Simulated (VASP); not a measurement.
## ZnS: single point with PBE

ZnS:

```
Zn S
1.0
     3.84549    0.00000    0.00000
    -1.92275    3.33029    0.00000
     0.00000    0.00000    6.24228
Zn S
2 2
Direct
  0.33333 0.66667 0.00522
  0.66667 0.33333 0.50522
  0.33333 0.66667 0.37978
  0.66667 0.33333 0.87978
```

This cell differs from its parent crystal: strain -0.0100 x Voigt [0, 0, 1, 0, 0, 0].

* Program: VASP 6.6.1
* Task: single point
* Functional: PBE
* Potentials or basis: VASP PAW PBE potentials, release 64 (Zn, S)
* Cutoff: 520 eV
* k mesh: 12 × 12 × 4
* Occupations: gaussian, width 0.05 eV
* Spin: no spin polarisation

| Item | Value |
| --- | --- |
| Pressure | 0.9 GPa |
| Largest force | 0.061 eV/Å |
| Band gap on the k mesh | 2.15 eV, direct |

Forces on the atoms (eV/Å):
```
Zn   0.000  0.000 -0.061
Zn   0.000  0.000 -0.061
S    0.000  0.000  0.061
S    0.000  0.000  0.061
```

Stress tensor (GPa, compression positive):
```
0.40 0.00 0.00
0.00 0.40 0.00
0.00 0.00 1.80
```

Levels at points of the mesh, in eV from the valence-band top:
```tsv
k point	band 14	band 15	band 16	band 17	band 18	band 19	band 20	band 21	band 22	band 23
(0.00, 0.00, 0.00)	-0.90	-0.90	-0.04	0.00	0.00	2.15	3.01	6.29	6.29	6.70
(0.50, 0.00, 0.00)	-4.01	-3.19	-2.20	-1.63	-0.84	3.65	4.24	5.19	6.90	7.43
(0.00, 0.00, 0.50)	-2.79	-0.47	-0.47	-0.47	-0.47	3.48	3.48	6.74	6.74	6.74
(0.50, 0.00, 0.50)	-4.77	-1.57	-1.57	-1.55	-1.55	3.57	3.57	5.27	5.27	8.80
```

Run time: 110 s on 1 thread of AMD EPYC 7R43 64-Core Processor (Zen 3) (shared host), peak memory 0.22 GiB.

Caveat: the cell differs from its parent crystal (strain -0.0100 x Voigt [0, 0, 1, 0, 0, 0]). A k mesh can miss the band edges.
